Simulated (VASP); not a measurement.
Crystal: Sc3Re.

```
Sc Re
1.0
     0.00000    3.31724    3.31724
     3.31724    0.00000    3.31724
     3.31724    3.31724    0.00000
Sc Re
3 1
Direct
  0.25000 0.25000 0.25000
  0.75000 0.75000 0.75000
  0.50000 0.50000 0.50000
  0.00000 0.00000 0.00000
```

The cell was built from a structure type or drawn by symmetry, and may not be a known phase.

```yaml
Program: VASP 6.6.1
Task: relaxation of cell and atoms
Functional: PBE
Potentials_or_basis: VASP PAW PBE potentials, release 64 (Sc_sv, Re)
Cutoff: 600 eV
k_mesh: 4 × 4 × 4
Occupations: gaussian, width 0.1 eV
Spin: no spin polarisation
```

At the start: pressure 8.7 GPa; volume 18.25 Å³/atom.

**Question.** How do energy, volume and symmetry change on relaxing?

**Answer.** Over 3 steps the energy falls by 36.2 meV/atom and the volume is 19.68 Å³/atom (+7.8 %); space group Fm-3m (No. 225, to 0.1 Å) before and after.

The path:
| step | energy change (eV) | largest force (eV/Å) | pressure (GPa) | volume (Å³) |
| --- | --- | --- | --- | --- |
| 1 | 0.0000 | 0.0000 | 8.67 | 73.01 |
| 2 | -0.0446 | 0.0000 | -5.78 | 83.95 |
| 3 | -0.1449 | 0.0000 | 0.03 | 78.73 |

Final structure:
```cif
data_structure
_symmetry_space_group_name_H-M 'P 1'
_symmetry_Int_Tables_number 1
_cell_length_a 4.8107
_cell_length_b 4.8107
_cell_length_c 4.8107
_cell_angle_alpha 60.000
_cell_angle_beta 60.000
_cell_angle_gamma 60.000
_cell_volume 78.73
loop_
_atom_site_label
_atom_site_type_symbol
_atom_site_fract_x
_atom_site_fract_y
_atom_site_fract_z
_atom_site_occupancy
Sc1 Sc 0.25000 0.25000 0.25000 1
Sc2 Sc 0.75000 0.75000 0.75000 1
Sc3 Sc 0.50000 0.50000 0.50000 1
Re1 Re 0.00000 0.00000 0.00000 1
```

Caveat: the k points lie up to 0.40 Å⁻¹ apart in the final cell, too coarse for converged energies and pressures of a metal.
